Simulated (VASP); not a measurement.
# La3LuO2 (Immm) in VASP: single point with PBE

Aim: the single point of La3LuO2 with PBE.

Program: VASP 6.6.1. These are calculated values, not measurements. Logs are shortened: lines on timing, memory, paths and dates and some standing lists are left out, and cuts for length are marked.

## (1) The cell of the first run

Symmetry: Immm, No. 71, orthorhombic system. The conventional cell has a = 7.119 Å, b = 7.138 Å, c = 8.482 Å, α = 90.00°, β = 90.00°, γ = 90.00°. Within 4.7 Å of La (site symmetry mmm) lie 4 La at 3.56 to 4.24 Å and 2 Lu at 3.57 Å and 8 O at 4.12 to 4.17 Å. La (site symmetry mmm) has 2 Lu at 3.56 Å and 4 La at 3.57 to 4.24 Å and 8 O at 4.11 to 4.18 Å within 4.7 Å. Within 2.9 Å of La (site symmetry mmm) lie 2 O at 2.18 Å. Within 2.7 Å of Lu (site symmetry mmm) lie 2 O at 2.06 Å. O (site symmetry mm2) has 1 Lu at 2.06 Å and 1 La at 2.18 Å within 2.7 Å.

## (2) Single point, PBE

INCAR

```
  ALGO = Normal
  EDIFF = 1E-6
  ENCUT = 520
  GGA = PE
  ISIF = 2
  ISMEAR = 0
  LASPH = True
  LCHARG = True
  LELF = True
  LREAL = False
  LVHAR = True
  LWAVE = False
  NBANDS = 44
  NELM = 80
  PREC = Accurate
  SIGMA = 0.1
```

KPOINTS

```
k-points
0
Gamma
  4 4 4
```

POSCAR

```
La3LuO2
1.0
   -3.5690245152      3.5592868833      4.2407620696
    3.5690245152     -3.5592868833      4.2407620696
    3.5690245152      3.5592868833     -4.2407620696
La Lu O
3 1 2
Direct
    0.5000000000      0.0000000000      0.5000000000
    0.0000000000      0.5000000000      0.5000000000
    0.0000000000      0.0000000000      0.0000000000
    0.5000000000      0.5000000000      0.0000000000
    0.2571890703      0.2571890703      0.0000000000
    0.7428109297      0.7428109297      0.0000000000
```

Potentials or basis: VASP PAW PBE potentials, release 64 (La, Lu, O).

Started as:

```bash
> cat potpaw_PBE.64/La/POTCAR potpaw_PBE.64/Lu/POTCAR potpaw_PBE.64/O/POTCAR > POTCAR
> mpirun -np 1 vasp_std > vasp.out
```

OUTCAR:

```text
EDIFF = 1E-6
   ENCUT = 520
   GGA = PE
   ISIF = 2
   ISMEAR = 0
   LASPH = True
   LREAL = False
   NELM = 80
   PREC = Accurate

 ion  position               nearest neighbor table
   1  0.500  0.000  0.500-   3 3.56   3 3.56   4 3.57   4 3.57
   2  0.000  0.500  0.500-   4 3.56   4 3.56   3 3.57   3 3.57
   3  0.000  0.000  0.000-   5 2.18   6 2.18   1 3.56   1 3.56   2 3.57   2 3.57
   4  0.500  0.500  0.000-   5 2.06   6 2.06   2 3.56   2 3.56   1 3.57   1 3.57
   5  0.257  0.257  0.000-   4 2.06   3 2.18
   6  0.743  0.743  0.000-   4 2.06   3 2.18

  LATTYP: Found a body centered orthorhombic cell.
 ALAT       =     7.1185737666
 B/A-ratio  =     1.0027358379
 C/A-ratio  =     1.1914639670

  Lattice vectors:

 A1 = (   3.5690245152,  -3.5592868833,  -4.2407620696)
 A2 = (  -3.5690245152,   3.5592868833,  -4.2407620696)
 A3 = (   3.5690245152,   3.5592868833,   4.2407620696)

Analysis of symmetry for initial positions (statically):
=====================================================================
 Subroutine PRICEL returns:
 Original cell was already a primitive cell.

 Routine SETGRP: Setting up the symmetry group for a
 body centered orthorhombic supercell.

 Subroutine GETGRP returns: Found  8 space group operations
 (whereof  8 operations were pure point group operations)
 out of a pool of  8 trial point group operations.

The static configuration has the point symmetry D_2h.

Analysis of symmetry for dynamics (positions and initial velocities):
=====================================================================
 Subroutine PRICEL returns:
 Original cell was already a primitive cell.

 Routine SETGRP: Setting up the symmetry group for a
 body centered orthorhombic supercell.

 Subroutine GETGRP returns: Found  8 space group operations
 (whereof  8 operations were pure point group operations)
 out of a pool of  8 trial point group operations.

The dynamic configuration has the point symmetry D_2h.

 Subroutine INISYM returns: Found  8 space group operations
 (whereof  8 operations are pure point group operations),
 and found     1 'primitive' translations

----------------------------------------------------------------------------------------

                                     Primitive cell

  volume of cell :     215.4847

  direct lattice vectors                    reciprocal lattice vectors
    -3.569024515  3.559286883  4.240762070     0.000000000  0.140477578  0.117903337
     3.569024515 -3.559286883  4.240762070     0.140094302  0.000000000  0.117903337
     3.569024515  3.559286883 -4.240762070     0.140094302  0.140477578  0.000000000

  length of vectors
     6.587148248  6.587148248  6.587148248     0.183398873  0.183105463  0.198394464

  position of ions in fractional coordinates (direct lattice)
     0.500000000  0.000000000  0.500000000
     0.000000000  0.500000000  0.500000000
     0.000000000  0.000000000  0.000000000
     0.500000000  0.500000000  0.000000000
     0.257189070  0.257189070  0.000000000
     0.742810930  0.742810930  0.000000000

  ion indices of the primitive-cell ions
   primitive index   ion index
                 1           1
                 2           2
                 3           3
                 4           4
                 5           5
                 6           6

----------------------------------------------------------------------------------------

 KPOINTS: k-points

Automatic generation of k-mesh.
 Grid dimensions read from file:
 generate k-points for:    4    4    4

 Generating k-lattice:

  Cartesian coordinates                     Fractional coordinates (reciprocal lattice)
     0.000000000  0.035119394  0.029475834     0.250000000  0.000000000  0.000000000
     0.035023576  0.000000000  0.029475834     0.000000000  0.250000000 -0.000000000
     0.035023576  0.035119394  0.000000000     0.000000000 -0.000000000  0.250000000

  Length of vectors
     0.045849718  0.045776366  0.049598616

  Shift w.r.t. Gamma in fractional coordinates (k-lattice)
     0.000000000  0.000000000  0.000000000

 Subroutine IBZKPT returns following result:
 ===========================================

 Found     18 irreducible k-points:

 Following reciprocal coordinates:
            Coordinates               Weight
  0.000000  0.000000  0.000000      1.000000
  0.250000  0.000000 -0.000000      4.000000
  0.500000  0.000000 -0.000000      2.000000
  0.000000  0.250000  0.000000      4.000000
  0.250000  0.250000  0.000000      8.000000
  0.500000  0.250000  0.000000      8.000000
[... 10 lines left out ...]
 -0.250000 -0.250000  0.250000      2.000000
  0.500000  0.500000  0.500000      1.000000
   k-points           NKPTS =     18   k-points in BZ     NKDIM =     18   number of bands    NBANDS=     44
   number of dos      NEDOS =    301   number of ions     NIONS =      6
   total plane-waves  NPLWV = 125000
   dimension x,y,z NGX =    50 NGY =   50 NGZ =   50
   dimension x,y,z NGXF=   100 NGYF=  100 NGZF=  100
   ions per type =               3   1   2
   NGX,Y,Z   is equivalent  to a cutoff of  12.62, 12.62, 12.62 a.u.
   NGXF,Y,Z  is equivalent  to a cutoff of  25.24, 25.24, 25.24 a.u.
 SYSTEM =  unknown system
   PREC   = accura    normal or accurate (medium, high low for compatibility)
   ISTART =      0    job   : 0-new  1-cont  2-samecut
   ICHARG =      2    charge: 1-file 2-atom 10-const
   ISPIN  =      1    spin polarized calculation?
   LNONCOLLINEAR =      F non collinear calculations
   LSORBIT =      F    spin-orbit coupling
   LASPH  =      T    aspherical Exc in radial PAW
   ENCUT  =  520.0 eV  38.22 Ry    6.18 a.u.  12.25 12.25 12.25*2*pi/ulx,y,z
   NELM   =     80;   NELMIN=  2; NELMDL= -5     # of ELM steps
   EDIFF  = 0.1E-05   stopping-criterion for ELM
   LREAL  =      F    real-space projection
   EDIFFG = 0.1E-04   stopping-criterion for IOM
   NSW    =      0    number of steps for IOM
   IBRION =     -1    ionic relax: 0-MD 1-quasi-New 2-CG
   NFREE  =      0    steps in history (QN), initial steepest desc. (CG)
   ISIF   =      2    stress and relaxation
   ISYM   =      2    0-nonsym 1-usesym 2-fastsym
   POTIM  = 0.5000    time-step for ionic-motion
   TEBEG  =    0.0;   TEEND  =   0.0 temperature during run
   PSTRESS=    0.0 pullay stress
   NELECT =      70.0000    total number of electrons
   NUPDOWN=      -1.0000    fix difference up-down
   EMIN   =  10.00;   EMAX   =-10.00  energy-range for DOS
   EFERMI =   0.00;   METHOD = LEGACY
   ISMEAR =     0;   SIGMA  =   0.10  broadening in eV -4-tet -1-fermi 0-gaus
   EFERMI_NEDOS =   21; number of points for ismear=-14 and -15
   IALGO  =     38    algorithm
   IMIX   =      4    mixing-type and parameters
     AMIX     =   0.40;   BMIX     =  1.00
     AMIX_MAG =   1.60;   BMIX_MAG =  1.00
  volume/ion in A,a.u.               =      35.91       242.36
  Fermi-wavevector in a.u.,A,eV,Ry     =   1.125387  2.126674 17.231734  1.266497
  Thomas-Fermi vector in A             =   2.262064
   LORBIT       =      0    0 simple, 1 ext, 2 COOP (PROOUT), +10 PAW based schemes
   GGA     = PE    functional components
   LHFCALC =     F    Hartree Fock is set to
   AEXX    =    0.0000 exact exchange contribution
   IVDW    =     0    specifies the selected vdW correction
   LEPSILON=     F    determine dielectric tensor
   LRPA    =     F    only Hartree local field effects (RPA)
 non-spin polarized calculation
 Gauss-broadening in eV      SIGMA  =   0.10
  energy-cutoff  :      520.00
  volume of cell :      215.48
 maximum number of plane-waves:      5871
 NGX is ok and might be reduce to    50
   NGX = 25   NGY = 25   NGZ = 25

 number of electron      70.0000011 magnetization

 Free energy of the ion-electron system (eV)
  ---------------------------------------------------
  ext. energy  EPLUGINS =         0.00000000
  ---------------------------------------------------
  free energy    TOTEN  =       -33.31409626 eV

  energy without entropy =      -33.25431592  energy(sigma->0) =      -33.28420609

 E-fermi :   3.8447     XC(G=0):  -8.2954

 val. band max:        3.8140053657   @ k =   0.2500   0.0000  -0.0000
 cond. band min:       3.8563141177   @ k =  -0.2500   0.2500   0.0000
 fundamental gap:      0.0423087520
 Fermi energy:         3.8447159999

 k-point     1 :       0.0000    0.0000    0.0000
  band No.  band energies     occupation
      1     -51.9342      2.00000
      2     -30.0169      2.00000
      3     -29.9988      2.00000
      4     -27.9127      2.00000
      5     -22.8265      2.00000
      6     -22.8260      2.00000
[... 36 lines left out ...]
     43       4.6724      0.00000
     44       4.7128      0.00000

 k-point     2 :       0.2500    0.0000   -0.0000
  band No.  band energies     occupation
      1     -51.9342      2.00000
      2     -30.0140      2.00000
      3     -30.0012      2.00000
      4     -27.9139      2.00000
      5     -22.8260      2.00000
      6     -22.8249      2.00000
[... 36 lines left out ...]
     43       4.6837      0.00000
     44       4.7085      0.00000

 k-point     3 :       0.5000    0.0000   -0.0000
  band No.  band energies     occupation
      1     -51.9342      2.00000
      2     -30.0075      2.00000
      3     -30.0074      2.00000
      4     -27.9152      2.00000
      5     -22.8260      2.00000
      6     -22.8233      2.00000
[... 36 lines left out ...]
     43       4.6204      0.00000
     44       4.6581      0.00000

 k-point     4 :       0.0000    0.2500    0.0000
  band No.  band energies     occupation
      1     -51.9342      2.00000
      2     -30.0141      2.00000
      3     -30.0012      2.00000
      4     -27.9139      2.00000
      5     -22.8265      2.00000
      6     -22.8245      2.00000
[... 600 lines left out ...]
     43       4.6426      0.00000
     44       4.7019      0.00000

 k-point    17 :      -0.2500   -0.2500    0.2500
  band No.  band energies     occupation
      1     -51.9342      2.00000
      2     -30.0103      2.00000
      3     -30.0053      2.00000
      4     -27.9129      2.00000
      5     -22.8265      2.00000
      6     -22.8260      2.00000
[... 36 lines left out ...]
     43       4.6764      0.00000
     44       4.6971      0.00000

 k-point    18 :       0.5000    0.5000    0.5000
  band No.  band energies     occupation
      1     -51.9342      2.00000
      2     -30.0120      2.00000
      3     -30.0035      2.00000
      4     -27.9127      2.00000
      5     -22.8265      2.00000
      6     -22.8260      2.00000
[... 36 lines left out ...]
     43       4.6741      0.00000
     44       4.6841      0.00000

------------------------ aborting loop because EDIFF is reached ----------------------------------------

  FORCE on cell =-STRESS in cart. coord.  units (eV):
  Direction    XX          YY          ZZ          XY          YZ          ZX
  --------------------------------------------------------------------------------------
  -------------------------------------------------------------------------------------
  Total       -0.1867835     -0.0534894      0.4064016     -0.0000000      0.0000000      0.0000000
  in kB       -1.3887778     -0.3977060      3.0216879     -0.0000000      0.0000000      0.0000000
  external PRESSURE =       0.4117347 kB  Pullay stress =       0.0000000 kB

 VOLUME and BASIS-vectors are now :
 -----------------------------------------------------------------------------
  energy-cutoff  :      520.00
  volume of cell :      215.48
      direct lattice vectors                 reciprocal lattice vectors
    -3.569024515  3.559286883  4.240762070     0.000000000  0.140477578  0.117903337
     3.569024515 -3.559286883  4.240762070     0.140094302  0.000000000  0.117903337
     3.569024515  3.559286883 -4.240762070     0.140094302  0.140477578  0.000000000

 POSITION                                       TOTAL-FORCE (eV/Angst)
 -----------------------------------------------------------------------------------
      0.00000      3.55929      0.00000        -0.000000     -0.000000     -0.000000
      3.56902      0.00000      0.00000        -0.000000     -0.000000     -0.000000
      0.00000      0.00000      0.00000        -0.000000     -0.000000     -0.000000
      0.00000      0.00000      4.24076        -0.000000     -0.000000     -0.000000
      0.00000      0.00000      2.18136         0.000000     -0.000000     -0.104847
      0.00000      0.00000      6.30017        -0.000000      0.000000      0.104847
 -----------------------------------------------------------------------------------
    total drift:                               -0.000000     -0.000000     -0.000000

  FREE ENERGIE OF THE ION-ELECTRON SYSTEM (eV)
  ---------------------------------------------------
  free  energy   TOTEN  =       -33.3140962554 eV

  energy  without entropy=      -33.2543159243  energy(sigma->0) =      -33.28420609
```

Run time: 13 min. Hardware: 1 thread of Intel Xeon Platinum 8488C (Sapphire Rapids), shared host; peak memory 0.46 GiB.

Results:

```
Free energy            : -33.3141 eV
Pressure               : 0.0 GPa
Largest force          : 0.105 eV/Å
Band gap on the k mesh : zero (band 35 reaches 3.90 eV, above the bottom of band 36 at 3.56 eV)
```

Forces on the atoms (eV/Å):
```
La   0.000  0.000  0.000
La   0.000  0.000  0.000
La   0.000  0.000  0.000
Lu   0.000  0.000  0.000
O    0.000  0.000 -0.105
O    0.000  0.000  0.105
```

Caveat: spin-orbit coupling is left out, which moves the levels of the heavy elements.
